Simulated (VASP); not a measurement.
A run of VASP 6.6.1 is set up as follows.

INCAR

```
PREC     = Accurate       # precision mode
ENCUT    = 520            # plane-wave cutoff, eV
EDIFF    = 1E-7           # SCF threshold, eV
ISMEAR   = 0              # smearing method
SIGMA    = 0.1            # smearing width, eV
LREAL    = False          # projectors in reciprocal space
LASPH    = True           # aspherical terms in the spheres
NELM     = 100            # most SCF steps
ALGO     = Fast           # electronic algorithm
ISIF     = 2              # what is computed and relaxed
LWAVE    = False          # write WAVECAR
LCHARG   = False          # write CHGCAR
GGA      = PE             # functional
NBANDS   = 12             # bands
```

File KPOINTS:

```
regular mesh
0
Gamma
  18 18 18
```

Contents of POSCAR:

```
Au
1.0
    0.0000000000      2.1395422062      2.1395422062
    2.1395422062      0.0000000000      2.1395422062
    2.1395422062      2.1395422062      0.0000000000
Au
1
Direct
    0.0000000000      0.0000000000      0.0000000000
```

Potentials or basis: VASP PAW PBE potentials, release 64 (Au).

Command:

```bash
$ cat potpaw_PBE.64/Au/POTCAR > POTCAR
$ mpirun -np 1 vasp_std > vasp.out
```

**Question.** Predict the pressure.

**Answer.** -9.5 GPa.
